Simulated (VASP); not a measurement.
Input of a VASP 6.6.1 run:

Contents of POSCAR:

```
HCl
1.0
    0.0000000000      2.6750000000      2.8550000000
    2.5150000000      0.0000000000      2.8550000000
    2.5150000000      2.6750000000      0.0000000000
H Cl
1 1
Direct
    0.0000000000      0.0000000000      0.0000000000
    0.5000000000      0.5000000000      0.5000000000
```

The input INCAR.step1:

```
PREC     = Accurate       # precision mode
ENCUT    = 520            # plane-wave cutoff, eV
ISMEAR   = 0              # smearing method
SIGMA    = 0.15           # smearing width, eV
LREAL    = False          # projectors in reciprocal space
LASPH    = True           # aspherical terms in the spheres
NELM     = 100            # most SCF steps
NBANDS   = 11             # bands
GGA      = PE             # functional
ALGO     = Normal         # electronic algorithm
EDIFF    = 1E-4           # SCF threshold, eV
LWAVE    = True           # write WAVECAR
LCHARG   = False          # write CHGCAR
```

INCAR.step2

```
PREC     = Accurate       # precision mode
ENCUT    = 520            # plane-wave cutoff, eV
EDIFF    = 1E-6           # SCF threshold, eV
ISMEAR   = 0              # smearing method
SIGMA    = 0.15           # smearing width, eV
LREAL    = False          # projectors in reciprocal space
LASPH    = True           # aspherical terms in the spheres
NELM     = 100            # most SCF steps
ALGO     = Normal         # electronic algorithm
ISIF     = 2              # what is computed and relaxed
LWAVE    = False          # write WAVECAR
LCHARG   = False          # write CHGCAR
METAGGA  = R2SCAN         # meta-GGA
LMIXTAU  = True         
NBANDS   = 11             # bands
ISTART   = 1
```

File KPOINTS:

```
Automatic mesh
0
Gamma
  16 16 16
```

Potentials or basis: VASP PAW PBE potentials, release 64 (H, Cl).

Launch:

```console
$ cat potpaw_PBE.64/H/POTCAR potpaw_PBE.64/Cl/POTCAR > POTCAR
$ cp INCAR.step1 INCAR
$ mpirun -np 1 vasp_std > vasp.out
$ cp INCAR.step2 INCAR
$ mpirun -np 1 vasp_std > vasp.out
```

Task: Estimate the pressure.

Result: -10.5 GPa.

Task: Estimate the band gap on the k mesh.

Result: Zero (bands 4 and 5 overlap by 0.16 eV).

Stress tensor (GPa, compression positive):
```
-16.41   0.00   0.00
  0.00  -9.60   0.00
  0.00   0.00  -5.54
```

Caveat: the stress differs along the axes, from -16 to -6 GPa; semilocal functionals underestimate gaps, and a narrow one can read as zero; the PAW data sets were made with another functional, which shifts forces and pressure a little.
